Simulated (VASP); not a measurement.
# BN (Imm2) in VASP: further runs

The runs below take BN through single point, with LDA.

All numbers are computed with VASP 6.6.1; they aren't measurements. Logs are shortened: lines on timing, memory, paths and dates and some standing lists are left out, and cuts for length are marked.

## (1) The cell of the first run

The structure is orthorhombic, space group Imm2 (No. 44). The conventional cell has a = 2.532 Å, b = 2.596 Å, c = 3.626 Å, α = 90.00°, β = 90.00°, γ = 90.00°. B (site symmetry mm2) has 4 N at 1.56 to 1.58 Å within 2.1 Å. N (site symmetry mm2) has 4 B at 1.56 to 1.58 Å within 2.1 Å.

## (2) Single point, LDA (strain +0.0250 x Voigt [0, 0, 0, 0, 1, 0])

The input, INCAR:

```
  ALGO = Normal
  EDIFF = 1E-6
  ENCUT = 520
  GGA = CA
  ISIF = 2
  ISMEAR = 0
  LASPH = T
  LCHARG = T
  LELF = T
  LREAL = F
  LVHAR = T
  LWAVE = F
  NBANDS = 11
  NELM = 100
  PREC = Accurate
  SIGMA = 0.05
```

The input, KPOINTS:

```
k-points
0
Gamma
  12 12 12
```

The input, POSCAR:

```
BN
1.0
    0.0226625125      1.8130010000      1.8130010000
    1.8356635125      0.0000000000      1.8356635125
    1.8130010000      1.8130010000      0.0226625125
B N
1 1
Direct
    0.0000000000      0.0000000000      0.0000000000
    0.7500000000      0.7500000000      0.7500000000
```

Potentials or basis: VASP PAW LDA potentials, release 64 (B, N).

Run with:

```sh
cat potpaw_LDA.64/B/POTCAR potpaw_LDA.64/N/POTCAR > POTCAR
mpirun -np 1 vasp_std > vasp.out
```

OUTCAR:

```text
EDIFF = 1E-6
   ENCUT = 520
   GGA = CA
   ISIF = 2
   ISMEAR = 0
   LASPH = T
   LREAL = F
   NELM = 100
   PREC = Accurate

 ion  position               nearest neighbor table
   1  0.000  0.000  0.000-   2 1.56   2 1.56   2 1.58   2 1.58
   2  0.750  0.750  0.750-   1 1.56   1 1.56   1 1.58   1 1.58

  LATTYP: Found a body centered orthorhombic cell.
 ALAT       =     2.5319209703
 B/A-ratio  =     1.0253164557
 C/A-ratio  =     1.4321149999

  Lattice vectors:

 A1 = (   0.0226625125,  -1.8130010000,   1.8130010000)
 A2 = (  -0.0226625125,  -1.8130010000,  -1.8130010000)
 A3 = (   1.8130010000,   1.8130010000,   0.0226625125)

Analysis of symmetry for initial positions (statically):
=====================================================================
 Subroutine PRICEL returns:
 Original cell was already a primitive cell.

 Routine SETGRP: Setting up the symmetry group for a
 body centered orthorhombic supercell.

 Subroutine GETGRP returns: Found  4 space group operations
 (whereof  4 operations were pure point group operations)
 out of a pool of  8 trial point group operations.

The static configuration has the point symmetry C_2v.

Analysis of symmetry for dynamics (positions and initial velocities):
=====================================================================
 Subroutine PRICEL returns:
 Original cell was already a primitive cell.

 Routine SETGRP: Setting up the symmetry group for a
 body centered orthorhombic supercell.

 Subroutine GETGRP returns: Found  4 space group operations
 (whereof  4 operations were pure point group operations)
 out of a pool of  8 trial point group operations.

The dynamic configuration has the point symmetry C_2v.

 Subroutine INISYM returns: Found  4 space group operations
 (whereof  4 operations are pure point group operations),
 and found     1 'primitive' translations

----------------------------------------------------------------------------------------

                                     Primitive cell

  volume of cell :      11.9167

  direct lattice vectors                    reciprocal lattice vectors
     0.022662512  1.813001000  1.813001000    -0.279276798  0.275785838  0.279276798
     1.835663513  0.000000000  1.835663513     0.272381075 -0.275785838  0.272381075
     1.813001000  1.813001000  0.022662512     0.279276798  0.275785838 -0.279276798

  length of vectors
     2.564070756  2.596020235  2.564070756     0.481714530  0.473751758  0.481714530

  position of ions in fractional coordinates (direct lattice)
[... 88 lines left out ...]
   TEBEG  =    0.0;   TEEND  =   0.0 temperature during run
   PSTRESS=    0.0 pullay stress
   NELECT =       8.0000    total number of electrons
   NUPDOWN=      -1.0000    fix difference up-down
   EMIN   =  10.00;   EMAX   =-10.00  energy-range for DOS
   EFERMI =   0.00;   METHOD = LEGACY
   ISMEAR =     0;   SIGMA  =   0.05  broadening in eV -4-tet -1-fermi 0-gaus
   EFERMI_NEDOS =   21; number of points for ismear=-14 and -15
   IALGO  =     38    algorithm
   IMIX   =      4    mixing-type and parameters
     AMIX     =   0.40;   BMIX     =  1.00
     AMIX_MAG =   1.60;   BMIX_MAG =  1.00
  volume/ion in A,a.u.               =       5.96        40.21
  Fermi-wavevector in a.u.,A,eV,Ry     =   1.433462  2.708850 27.957418  2.054812
  Thomas-Fermi vector in A             =   2.552977
   LORBIT       =      0    0 simple, 1 ext, 2 COOP (PROOUT), +10 PAW based schemes
   GGA     = CA    functional components
   LHFCALC =     F    Hartree Fock is set to
   AEXX    =    0.0000 exact exchange contribution
   IVDW    =     0    specifies the selected vdW correction
   LEPSILON=     F    determine dielectric tensor
   LRPA    =     F    only Hartree local field effects (RPA)
 non-spin polarized calculation
 Gauss-broadening in eV      SIGMA  =   0.05
  energy-cutoff  :      520.00
  volume of cell :       11.92
 maximum number of plane-waves:       331
   NGX =  9   NGY =  9   NGZ =  9

 number of electron       8.0000000 magnetization

 Free energy of the ion-electron system (eV)
  ---------------------------------------------------
  ext. energy  EPLUGINS =         0.00000000
  ---------------------------------------------------
  free energy    TOTEN  =       -19.38678376 eV

  energy without entropy =      -19.38678376  energy(sigma->0) =      -19.38678376

 E-fermi :   7.5656     XC(G=0): -13.0616

 val. band max:        7.3261882029   @ k =   0.0000   0.0000   0.0000
 cond. band min:      11.5727046949   @ k =   0.5000   0.0000   0.5000
 fundamental gap:      4.2465164920
 Fermi energy:         7.5655591942

 k-point     1 :       0.0000    0.0000    0.0000
  band No.  band energies     occupation
      1     -12.6927      2.00000
      2       7.2317      2.00000
      3       7.2695      2.00000
      4       7.3262      2.00000
      5      15.5884      0.00000
      6      15.7799      0.00000
      7      16.2571      0.00000
      8      17.7189      0.00000
      9      31.5974      0.00000
     10      34.9512      0.00000
     11      34.9726      0.00000
[... 309 lines left out ...]
 k-point    24 :       0.3333    0.1667    0.0000
  band No.  band energies     occupation
      1     -10.2954      2.00000
      2       1.2934      2.00000
      3       4.4690      2.00000
      4       4.8338      2.00000
      5      15.1371      0.00000
      6      19.0630      0.00000
      7      19.7349      0.00000
      8      20.0583      0.00000
      9      26.4893      0.00000
     10      33.2413      0.00000
     11      35.0969      0.00000

 [... further k-points ...]

------------------------ aborting loop because EDIFF is reached ----------------------------------------

  FORCE on cell =-STRESS in cart. coord.  units (eV):
  Direction    XX          YY          ZZ          XY          YZ          ZX
  --------------------------------------------------------------------------------------
  -------------------------------------------------------------------------------------
  Total       -0.9642169     -0.9863144     -0.9642169     -0.0000000      0.0000000     -0.8128493
  in kB     -129.6370248   -132.6079895   -129.6370248     -0.0000000      0.0000000   -109.2859537
  external PRESSURE =    -130.6273464 kB  Pullay stress =       0.0000000 kB

 VOLUME and BASIS-vectors are now :
 -----------------------------------------------------------------------------
  energy-cutoff  :      520.00
  volume of cell :       11.92
      direct lattice vectors                 reciprocal lattice vectors
     0.022662512  1.813001000  1.813001000    -0.279276798  0.275785838  0.279276798
     1.835663513  0.000000000  1.835663513     0.272381075 -0.275785838  0.272381075
     1.813001000  1.813001000  0.022662512     0.279276798  0.275785838 -0.279276798

 POSITION                                       TOTAL-FORCE (eV/Angst)
 -----------------------------------------------------------------------------------
      0.00000      0.00000      0.00000        -0.000000     -0.027172     -0.000000
      2.75350      2.71950      2.75350         0.000000      0.027172      0.000000
 -----------------------------------------------------------------------------------
    total drift:                                0.000000      0.000199      0.000000

  FREE ENERGIE OF THE ION-ELECTRON SYSTEM (eV)
  ---------------------------------------------------
  free  energy   TOTEN  =       -19.3867837574 eV

  energy  without entropy=      -19.3867837574  energy(sigma->0) =      -19.38678376
```

Run time: 24 s. Hardware: 1 thread of Intel Xeon Platinum 8375C at 2.90GHz (Ice Lake), shared host; peak memory 0.14 GiB.

What came out:

| Property | Result |
| --- | --- |
| Free energy | -19.3868 eV |
| Pressure | -13.1 GPa |
| Largest force | 0.027 eV/Å |
| Band gap on the k mesh | 4.25 eV (least direct gap 8.26 eV) |

Forces on the atoms (eV/Å):
```
B    0.000 -0.027  0.000
N    0.000  0.027  0.000
```

Caveat: the cell differs from its parent crystal (strain +0.0250 x Voigt [0, 0, 0, 0, 1, 0]); the cell stands under tension. A k mesh can miss the band edges.

## (3) Single point, LDA (strain +0.0150 x Voigt [0, 0, 0, 0, 1, 0])

The input, INCAR:

```
SYSTEM = BN
ALGO = Normal
EDIFF = 1E-6
ENCUT = 520
GGA = CA
ISIF = 2
ISMEAR = 0
LASPH = .TRUE.
LCHARG = .FALSE.
LREAL = .FALSE.
LWAVE = .FALSE.
NBANDS = 11
NELM = 60
PREC = Accurate
SIGMA = 0.05
```

The input, KPOINTS:

```
k-points
0
G
  12 12 12
  0 0 0
```

The input, POSCAR:

```
BN
1.0
    0.0135975075      1.8130010000      1.8130010000
    1.8265985075      0.0000000000      1.8265985075
    1.8130010000      1.8130010000      0.0135975075
B N
1 1
Direct
    0.0000000000      0.0000000000      0.0000000000
    0.7500000000      0.7500000000      0.7500000000
```

Potentials or basis: VASP PAW LDA potentials, release 64 (B, N).

Run with:

```sh
cat potpaw_LDA.64/B/POTCAR potpaw_LDA.64/N/POTCAR > POTCAR
mpirun -np 1 vasp_std > vasp.out
```

Wall time 20 s (1 thread of Intel Xeon Platinum 8375C at 2.90GHz (Ice Lake), shared host); peak memory 0.14 GiB.

The run converged. Its results:

| Quantity | Value |
| --- | --- |
| Free energy | -19.3932 eV |
| Pressure | -13.2 GPa |
| Largest force | 0.016 eV/Å |
| Band gap on the k mesh | 4.29 eV (least direct gap 8.41 eV) |

Forces on the atoms (eV/Å):
```
B    0.000 -0.016  0.000
N    0.000  0.016  0.000
```

Stress tensor (GPa, compression positive):
```
-13.20   0.00  -6.55
  0.00 -13.31   0.00
 -6.55   0.00 -13.20
```

Levels at points of the mesh, in eV from the valence-band top:
| k point | band 1 | band 2 | band 3 | band 4 | band 5 | band 6 | band 7 | band 8 |
| --- | --- | --- | --- | --- | --- | --- | --- | --- |
| (0.00, 0.00, 0.00) | -20.00 | -0.06 | -0.03 | 0.00 | 8.41 | 8.56 | 8.81 | 10.32 |
| (0.50, 0.00, 0.00) | -15.69 | -10.64 | -2.03 | -2.01 | 9.90 | 10.32 | 10.57 | 14.91 |
| (0.00, 0.50, 0.00) | -15.82 | -10.68 | -1.91 | -1.89 | 10.13 | 10.49 | 10.65 | 14.87 |
| (0.50, 0.50, 0.00) | -14.39 | -8.86 | -4.91 | -4.91 | 4.30 | 9.07 | 17.51 | 17.53 |
| (0.50, 0.00, 0.50) | -14.39 | -8.86 | -5.05 | -4.77 | 4.29 | 9.08 | 17.51 | 17.56 |

Caveat: the cell differs from its parent crystal (strain +0.0150 x Voigt [0, 0, 0, 0, 1, 0]); the cell stands under tension.

## (4) Single point, LDA (strain +0.0050 x Voigt [0, 0, 0, 0, 1, 0])

The input, INCAR:

```
SYSTEM = BN
  ALGO = Normal
  EDIFF = 1E-6
  ENCUT = 520
  GGA = CA
  ISIF = 2
  ISMEAR = 0
  LASPH = .TRUE.
  LCHARG = .FALSE.
  LREAL = .FALSE.
  LWAVE = .FALSE.
  NBANDS = 11
  NELM = 100
  PREC = Accurate
  SIGMA = 0.05
```

KPOINTS is that of step 3.

The input, POSCAR:

```
BN
1.0
    0.0045325025      1.8130010000      1.8130010000
    1.8175335025      0.0000000000      1.8175335025
    1.8130010000      1.8130010000      0.0045325025
B N
1 1
Direct
    0.0000000000      0.0000000000      0.0000000000
    0.7500000000      0.7500000000      0.7500000000
```

Run with:

```sh
cat potpaw_LDA.64/B/POTCAR potpaw_LDA.64/N/POTCAR > POTCAR
mpirun -np 1 vasp_std > vasp.out
```

Run time: 25 s. Hardware: 1 thread of Intel Xeon Platinum 8375C at 2.90GHz (Ice Lake), shared host; peak memory 0.14 GiB.

It converged, with:

```
Free energy            : -19.3964 eV
Pressure               : -13.3 GPa
Largest force          : 0.005 eV/Å
Band gap on the k mesh : 4.32 eV (least direct gap 8.56 eV)
```

Forces on the atoms (eV/Å):
```
B    0.000 -0.005  0.000
N    0.000  0.005  0.000
```

Stress tensor (GPa, compression positive):
```
-13.32   0.00  -2.18
  0.00 -13.34   0.00
 -2.18   0.00 -13.32
```

Levels at points of the mesh, in eV from the valence-band top:
| k point | band 1 | band 2 | band 3 | band 4 | band 5 | band 6 | band 7 | band 8 |
| --- | --- | --- | --- | --- | --- | --- | --- | --- |
| (0.00, 0.00, 0.00) | -19.98 | -0.02 | -0.01 | 0.00 | 8.56 | 8.63 | 8.70 | 10.29 |
| (0.50, 0.00, 0.00) | -15.71 | -10.63 | -1.96 | -1.96 | 10.03 | 10.45 | 10.53 | 14.92 |
| (0.00, 0.50, 0.00) | -15.76 | -10.65 | -1.92 | -1.92 | 10.12 | 10.49 | 10.56 | 14.91 |
| (0.50, 0.50, 0.00) | -14.37 | -8.84 | -4.89 | -4.89 | 4.32 | 9.08 | 17.55 | 17.55 |
| (0.50, 0.00, 0.50) | -14.37 | -8.84 | -4.94 | -4.85 | 4.32 | 9.09 | 17.54 | 17.56 |

Caveat: the cell differs from its parent crystal (strain +0.0050 x Voigt [0, 0, 0, 0, 1, 0]); the cell stands under tension. A k mesh can miss the band edges.

## (5) The runs side by side

```tsv
cell	gap on the mesh (eV)	pressure (GPa)	largest force (eV/Å)
a = 2.564, b = 2.596 Å, angles 59.6, 59.2, 59.6°, 2 atoms	4.25	-13.1	0.03
a = 2.564, b = 2.583 Å, angles 59.8, 59.5, 59.8°, 2 atoms	4.29	-13.2	0.02
a = 2.564, b = 2.570 Å, angles 59.9, 59.8, 59.9°, 2 atoms	4.32	-13.3	0.01
```

Alike in all rows: task single point; level LDA; potentials or basis VASP PAW LDA potentials, release 64 (B, N); no spin polarisation; k mesh 12 × 12 × 12; cutoff (eV) 520; smearing gaussian 0.05 eV.

Caveats: the cell stands under tension.

Total energies depend on the potentials used, so only differences within one code and one set of settings carry meaning.
